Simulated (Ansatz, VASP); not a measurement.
# NiO: VASP beside Ansatz

The input INCAR:

```
PREC = Accurate
ENCUT = 520
EDIFF = 1E-6
ISMEAR = -1
SIGMA = 0.03
LREAL = F
LASPH = T
NELM = 150
ALGO = Normal
ISIF = 2
LWAVE = F
LCHARG = F
ISPIN = 2
MAGMOM = 1.5 0
LORBIT = 11
LMAXMIX = 4
GGA = PE
NBANDS = 19
```

The input KPOINTS:

```
regular mesh
0
Gamma
  16 16 16
```

File POSCAR:

```
NiO
1.0
    0.0000000000      2.0871816896      2.0871816896
    2.0871816896      0.0000000000      2.0871816896
    2.0871816896      2.0871816896      0.0000000000
Ni O
1 1
Direct
    0.0000000000      0.0000000000      0.0000000000
    0.5000000000      0.5000000000      0.5000000000
```

Input for Ansatz:

```yaml
crystal:
  lattice:
    - [0.0, 2.0871816896, 2.0871816896]
    - [2.0871816896, 0.0, 2.0871816896]
    - [2.0871816896, 2.0871816896, 0.0]
  atoms:
    - { symbol: Ni, position: [0.0, 0.0, 0.0], spin: 1.5 }
    - { symbol: O, position: [0.5, 0.5, 0.5] }
magnetization:
  spin_polarized: true
kpoints:
  mp_grid: { grid: [16, 16, 16] }
scf:
  occupations: { method: fermi_dirac, width: 0.03 }
hamiltonian:
  xc: pbe
  pseudopotentials: { kind: all_electron, lapw: { basis_error: 0.001 } }
output:
  forces: true
  stress: true
  eigenvalues: true
```

Change from the starting cell: volume scaled by 0.97.

Alike in both runs: task single point; functional PBE; k mesh 16 × 16 × 16; occupations fermi-dirac, width 0.03 eV; collinear spin.

|  | VASP | Ansatz |
| --- | --- | --- |
| version | VASP 6.6.1 | Ansatz 0.2.0 |
| potentials or method | VASP PAW PBE potentials, release 64 (Ni, O), cutoff 520 eV | all-electron LAPW, scalar-relativistic |

|  | VASP | Ansatz | Ansatz less VASP |
| --- | --- | --- | --- |
| pressure (GPa) | 4.8 | 5.9 | +1.05 |
| net moment per atom (μB) | 0.85 | 0.89 | +0.042 |
| size of the moment on the site where the two differ most (μB) | 1.40 | 1.48 | +0.079 |

Site moments also hang on the region over which each program counts them. Ansatz ran all-electron here, and VASP with PAW potentials.
